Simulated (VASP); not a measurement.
# K (Im-3m) in VASP: a series of runs

The runs below take K through single point, relaxation of cell and atoms, with PBE.

Everything below comes from runs of VASP 6.6.1. Logs are shortened: lines on timing, memory, paths and dates and some standing lists are left out, and cuts for length are marked.

### 1 The cell of the first run

Symmetry: Im-3m, No. 229, cubic system. The conventional cell has a = 3.986 Å, b = 3.986 Å, c = 3.986 Å, α = 90.00°, β = 90.00°, γ = 90.00°. K (site symmetry m-3m) has 14 K at 3.45 to 3.99 Å within 4.5 Å.

### 2 Single point, PBE

File INCAR:

```
SYSTEM = K
PREC = Accurate
ENCUT = 520
EDIFF = 1E-6
ISMEAR = -1
SIGMA = 0.1
LREAL = .FALSE.
LASPH = .TRUE.
NELM = 80
ALGO = Normal
ISIF = 2
LWAVE = .FALSE.
LCHARG = .FALSE.
GGA = PE
NBANDS = 10
```

File KPOINTS:

```
Automatic mesh
0
G
  14 14 14
  0 0 0
```

File POSCAR:

```
K
1.0
   -1.9930322317      1.9930322317      1.9930322317
    1.9930322317     -1.9930322317      1.9930322317
    1.9930322317      1.9930322317     -1.9930322317
K
1
Direct
    0.0000000000      0.0000000000      0.0000000000
```

Potentials or basis: VASP PAW PBE potentials, release 64 (K_sv).

Started as:

```bash
> cat potpaw_PBE.64/K_sv/POTCAR > POTCAR
> mpirun -np 1 vasp_std > vasp.out
```

OUTCAR:

```text
SYSTEM = K
   PREC = Accurate
   ENCUT = 520
   EDIFF = 1E-6
   ISMEAR = -1
   LREAL = .FALSE.
   LASPH = .TRUE.
   NELM = 80
   ISIF = 2
   GGA = PE

 ion  position               nearest neighbor table
   1  0.000  0.000  0.000-

  LATTYP: Found a body centered cubic cell.
 ALAT       =     3.9860644634

  Lattice vectors:

 A1 = (  -1.9930322317,   1.9930322317,   1.9930322317)
 A2 = (   1.9930322317,  -1.9930322317,   1.9930322317)
 A3 = (   1.9930322317,   1.9930322317,  -1.9930322317)

Analysis of symmetry for initial positions (statically):
=====================================================================
 Subroutine PRICEL returns:
 Original cell was already a primitive cell.

 Routine SETGRP: Setting up the symmetry group for a
 body centered cubic supercell.

 Subroutine GETGRP returns: Found 48 space group operations
 (whereof 48 operations were pure point group operations)
 out of a pool of 48 trial point group operations.

The static configuration has the point symmetry O_h .

Analysis of symmetry for dynamics (positions and initial velocities):
=====================================================================
 Subroutine PRICEL returns:
 Original cell was already a primitive cell.

 Routine SETGRP: Setting up the symmetry group for a
 body centered cubic supercell.

 Subroutine GETGRP returns: Found 48 space group operations
 (whereof 48 operations were pure point group operations)
 out of a pool of 48 trial point group operations.

The dynamic configuration has the point symmetry O_h .

 Subroutine INISYM returns: Found 48 space group operations
 (whereof 48 operations are pure point group operations),
 and found     1 'primitive' translations

----------------------------------------------------------------------------------------

                                     Primitive cell

  volume of cell :      31.6667

  direct lattice vectors                    reciprocal lattice vectors
    -1.993032232  1.993032232  1.993032232     0.000000000  0.250874016  0.250874016
     1.993032232 -1.993032232  1.993032232     0.250874016  0.000000000  0.250874016
     1.993032232  1.993032232 -1.993032232     0.250874016  0.250874016  0.000000000

  length of vectors
     3.452033086  3.452033086  3.452033086     0.354789436  0.354789436  0.354789436

  position of ions in fractional coordinates (direct lattice)
     0.000000000  0.000000000  0.000000000

  ion indices of the primitive-cell ions
   primitive index   ion index
                 1           1

----------------------------------------------------------------------------------------

 KPOINTS: Automatic mesh

Automatic generation of k-mesh.
 Grid dimensions read from file:
 generate k-points for:   14   14   14

 Generating k-lattice:

  Cartesian coordinates                     Fractional coordinates (reciprocal lattice)
     0.000000000  0.017919573  0.017919573     0.071428571  0.000000000  0.000000000
     0.017919573  0.000000000  0.017919573     0.000000000  0.071428571  0.000000000
     0.017919573  0.017919573  0.000000000     0.000000000  0.000000000  0.071428571

  Length of vectors
     0.025342103  0.025342103  0.025342103

  Shift w.r.t. Gamma in fractional coordinates (k-lattice)
     0.000000000  0.000000000  0.000000000

 Subroutine IBZKPT returns following result:
 ===========================================

 Found    104 irreducible k-points:

 Following reciprocal coordinates:
            Coordinates               Weight
  0.000000  0.000000  0.000000      1.000000
  0.071429  0.000000  0.000000     12.000000
  0.142857  0.000000  0.000000     12.000000
  0.214286  0.000000  0.000000     12.000000
  0.285714  0.000000  0.000000     12.000000
  0.357143  0.000000  0.000000     12.000000
[... 16 lines left out ...]
  0.285714  0.285714  0.000000     24.000000
  0.357143  0.285714  0.000000     24.000000
 [... further k-points ...]
   k-points           NKPTS =    104   k-points in BZ     NKDIM =    104   number of bands    NBANDS=     10
   number of dos      NEDOS =    301   number of ions     NIONS =      1
   total plane-waves  NPLWV =  21952
   dimension x,y,z NGX =    28 NGY =   28 NGZ =   28
   dimension x,y,z NGXF=    56 NGYF=   56 NGZF=   56
   ions per type =               1
   NGX,Y,Z   is equivalent  to a cutoff of  13.48, 13.48, 13.48 a.u.
   NGXF,Y,Z  is equivalent  to a cutoff of  26.97, 26.97, 26.97 a.u.
 SYSTEM =  K
   PREC   = accura    normal or accurate (medium, high low for compatibility)
   ISTART =      0    job   : 0-new  1-cont  2-samecut
   ICHARG =      2    charge: 1-file 2-atom 10-const
   ISPIN  =      1    spin polarized calculation?
   LNONCOLLINEAR =      F non collinear calculations
   LSORBIT =      F    spin-orbit coupling
   LASPH  =      T    aspherical Exc in radial PAW
   ENCUT  =  520.0 eV  38.22 Ry    6.18 a.u.   6.42  6.42  6.42*2*pi/ulx,y,z
   NELM   =     80;   NELMIN=  2; NELMDL= -5     # of ELM steps
   EDIFF  = 0.1E-05   stopping-criterion for ELM
   LREAL  =      F    real-space projection
   EDIFFG = 0.1E-04   stopping-criterion for IOM
   NSW    =      0    number of steps for IOM
   IBRION =     -1    ionic relax: 0-MD 1-quasi-New 2-CG
   NFREE  =      0    steps in history (QN), initial steepest desc. (CG)
   ISIF   =      2    stress and relaxation
   ISYM   =      2    0-nonsym 1-usesym 2-fastsym
   POTIM  = 0.5000    time-step for ionic-motion
   TEBEG  =    0.0;   TEEND  =   0.0 temperature during run
   PSTRESS=    0.0 pullay stress
   NELECT =       9.0000    total number of electrons
   NUPDOWN=      -1.0000    fix difference up-down
   EMIN   =  10.00;   EMAX   =-10.00  energy-range for DOS
   EFERMI =   0.00;   METHOD = LEGACY
   ISMEAR =    -1;   SIGMA  =   0.10  broadening in eV -4-tet -1-fermi 0-gaus
   EFERMI_NEDOS =   21; number of points for ismear=-14 and -15
   IALGO  =     38    algorithm
   IMIX   =      4    mixing-type and parameters
     AMIX     =   0.40;   BMIX     =  1.00
     AMIX_MAG =   1.60;   BMIX_MAG =  1.00
  volume/ion in A,a.u.               =      31.67       213.70
  Fermi-wavevector in a.u.,A,eV,Ry     =   1.076353  2.034012 15.762833  1.158536
  Thomas-Fermi vector in A             =   2.212235
   LORBIT       =      0    0 simple, 1 ext, 2 COOP (PROOUT), +10 PAW based schemes
   GGA     = PE    functional components
   LHFCALC =     F    Hartree Fock is set to
   AEXX    =    0.0000 exact exchange contribution
   IVDW    =     0    specifies the selected vdW correction
   LEPSILON=     F    determine dielectric tensor
   LRPA    =     F    only Hartree local field effects (RPA)
 non-spin polarized calculation
  energy-cutoff  :      520.00
  volume of cell :       31.67
 maximum number of plane-waves:       887
 NGX is ok and might be reduce to    28
   NGX = 13   NGY = 13   NGZ = 13

 number of electron       9.0000000 magnetization

 Free energy of the ion-electron system (eV)
  ---------------------------------------------------
  ext. energy  EPLUGINS =         0.00000000
  ---------------------------------------------------
  free energy    TOTEN  =        -0.09473256 eV

  energy without entropy =       -0.06614639  energy(sigma->0) =       -0.08043947

 E-fermi :   2.9007     XC(G=0):  -8.1884

 val. band max:        2.9006424892   @ k =   0.2143   0.1429   0.1429
 cond. band min:       2.9294706732   @ k =   0.3571   0.1429   0.0000
 fundamental gap:      0.0288281840
 Fermi energy:         2.9007234597

 k-point     1 :       0.0000    0.0000    0.0000
  band No.  band energies     occupation
      1     -29.4849      2.00000
      2     -12.5433      2.00000
      3     -12.5433      2.00000
      4     -12.5433      2.00000
      5      -0.5352      2.00000
      6       7.5218      0.00000
      7       7.5218      0.00000
      8       7.5218      0.00000
      9       9.2253      0.00000
     10       9.2253      0.00000

 k-point     2 :       0.0714    0.0000    0.0000
  band No.  band energies     occupation
      1     -29.4778      2.00000
      2     -12.5935      2.00000
      3     -12.5566      2.00000
      4     -12.5441      2.00000
      5      -0.3941      2.00000
      6       7.3862      0.00000
      7       7.4255      0.00000
      8       7.6523      0.00000
      9       9.0185      0.00000
     10       9.2107      0.00000

 k-point     3 :       0.1429    0.0000    0.0000
  band No.  band energies     occupation
      1     -29.4577      2.00000
      2     -12.7306      2.00000
      3     -12.5936      2.00000
      4     -12.5462      2.00000
      5       0.0091      2.00000
      6       7.0115      0.00000
      7       7.0454      0.00000
      8       8.0379      0.00000
      9       8.8017      0.00000
     10       9.1942      0.00000

 k-point     4 :       0.2143    0.0000    0.0000
  band No.  band energies     occupation
      1     -29.4286      2.00000
      2     -12.9208      2.00000
      3     -12.6463      2.00000
      4     -12.5493      2.00000
      5       0.6170      2.00000
      6       6.3217      0.00000
      7       6.6265      0.00000
      8       8.6608      0.00000
      9       8.8840      0.00000
     10       9.2327      0.00000
[... 222 lines left out ...]
 k-point    22 :       0.3571    0.2143    0.0000
  band No.  band energies     occupation
      1     -29.3272      2.00000
      2     -13.3205      2.00000
      3     -12.9614      2.00000
      4     -12.6392      2.00000
      5       3.5119      0.00443
      6       4.5612      0.00000
      7       5.2479      0.00000
      8       9.1691      0.00000
      9      10.0261      0.00000
     10      12.1190      0.00000

 k-point    23 :       0.2857    0.2857    0.0000
  band No.  band energies     occupation
      1     -29.3256      2.00000
      2     -13.2689      2.00000
      3     -13.0206      2.00000
      4     -12.6479      2.00000
      5       3.7129      0.00059
      6       4.5110      0.00000
      7       5.0964      0.00000
      8       9.3357      0.00000
      9       9.8721      0.00000
     10      11.9311      0.00000

 k-point    24 :       0.3571    0.2857    0.0000
  band No.  band energies     occupation
      1     -29.3210      2.00000
      2     -13.2328      2.00000
      3     -13.0892      2.00000
      4     -12.6521      2.00000
      5       4.1064      0.00001
      6       4.4559      0.00000
      7       4.7995      0.00000
      8       9.4852      0.00000
      9       9.8622      0.00000
     10      11.7315      0.00000

 [... further k-points ...]
[... 5 lines left out ...]
  --------------------------------------------------------------------------------------
  -------------------------------------------------------------------------------------
  Total        2.7665518      2.7665518      2.7665518      0.0000000      0.0000000      0.0000000
  in kB      139.9736963    139.9736963    139.9736963      0.0000000      0.0000000      0.0000000
  external PRESSURE =     139.9736963 kB  Pullay stress =       0.0000000 kB

 VOLUME and BASIS-vectors are now :
 -----------------------------------------------------------------------------
  energy-cutoff  :      520.00
  volume of cell :       31.67
      direct lattice vectors                 reciprocal lattice vectors
    -1.993032232  1.993032232  1.993032232     0.000000000  0.250874016  0.250874016
     1.993032232 -1.993032232  1.993032232     0.250874016  0.000000000  0.250874016
     1.993032232  1.993032232 -1.993032232     0.250874016  0.250874016  0.000000000

 POSITION                                       TOTAL-FORCE (eV/Angst)
 -----------------------------------------------------------------------------------
      0.00000      0.00000      0.00000        -0.000000     -0.000000     -0.000000
 -----------------------------------------------------------------------------------
    total drift:                                0.000000      0.000000      0.000000

  FREE ENERGIE OF THE ION-ELECTRON SYSTEM (eV)
  ---------------------------------------------------
  free  energy   TOTEN  =        -0.0947325602 eV

  energy  without entropy=       -0.0661463862  energy(sigma->0) =       -0.08043947
```

Run time: 14 s. Hardware: 1 thread of AMD EPYC 9R45 (Zen 5), shared host; peak memory 0.14 GiB.

Results:

- Free energy: -0.0947 eV
- Pressure: 14.0 GPa

### 3 Relaxation of cell and atoms, PBE, target pressure 14 GPa, at which the enthalpy is minimised

File INCAR:

```
PREC = Accurate
ENCUT = 600
EDIFF = 1E-6
ISMEAR = -1
SIGMA = 0.1
LREAL = F
LASPH = T
NELM = 60
ALGO = Normal
ISIF = 3
LWAVE = F
LCHARG = F
GGA = PE
IBRION = 2
NSW = 60
EDIFFG = -0.005
PSTRESS = 140.0
```

File KPOINTS:

```
Automatic mesh
0
Gamma
  14 14 14
```

File POSCAR:

```
K
1.0
   -1.9939202873      1.9939202873      1.9939202873
    1.9939202873     -1.9939202873      1.9939202873
    1.9939202873      1.9939202873     -1.9939202873
K
1
Direct
    0.0000000000      0.0000000000      0.0000000000
```

Potentials or basis: VASP PAW PBE potentials, release 64 (K_sv).

Started as:

```bash
> cat potpaw_PBE.64/K_sv/POTCAR > POTCAR
> mpirun -np 1 vasp_std > vasp.out
```

Run time: 23 s. Hardware: 1 thread of AMD EPYC 9R45 (Zen 5), shared host; peak memory 0.15 GiB.

Results (log left out):

| Property | Result |
| --- | --- |
| Free energy | -0.0944 eV |
| Relaxed volume | 31.66 Å³/atom |
| Relaxed cell | a = 3.452 Å, b = 3.452 Å, c = 3.452 Å, α = 109.47°, β = 109.47°, γ = 109.47° |
| Space group after relaxing (to 0.05 Å) | Im-3m (No. 229) |
| Energy change on relaxing (the enthalpy is what falls) | +4.0 meV/atom |
| Ionic steps | 2 |
| Pressure after relaxing | 14.0 GPa |

Step by step:
```tsv
step	energy change (eV)	largest force (eV/Å)	pressure (GPa)	volume (Å³)
1	0.0000	0.0000	13.95	31.71
2	0.0040	0.0000	14.02	31.66
```

Final structure:
```xyz
1
Lattice="-1.9930 1.9930 1.9930 1.9930 -1.9930 1.9930 1.9930 1.9930 -1.9930" Properties=species:S:1:pos:R:3 pbc="T T T"
K     1.9930    1.9930    1.9930
```

Levels at points of the mesh, in eV from the Fermi level:
```csv
k point,band 2,band 3,band 4,band 5,band 6,band 7
"(0.00, 0.00, 0.00)",-15.44,-15.44,-15.44,-3.44,4.62,4.62
"(0.50, 0.00, 0.00)",-16.35,-15.70,-15.46,-0.16,1.90,2.75
"(0.50, 0.50, 0.50)",-16.03,-16.03,-16.03,0.35,0.35,6.92
```

Caveat: the cell is relaxed towards a set pressure, so the enthalpy falls and the energy may rise.
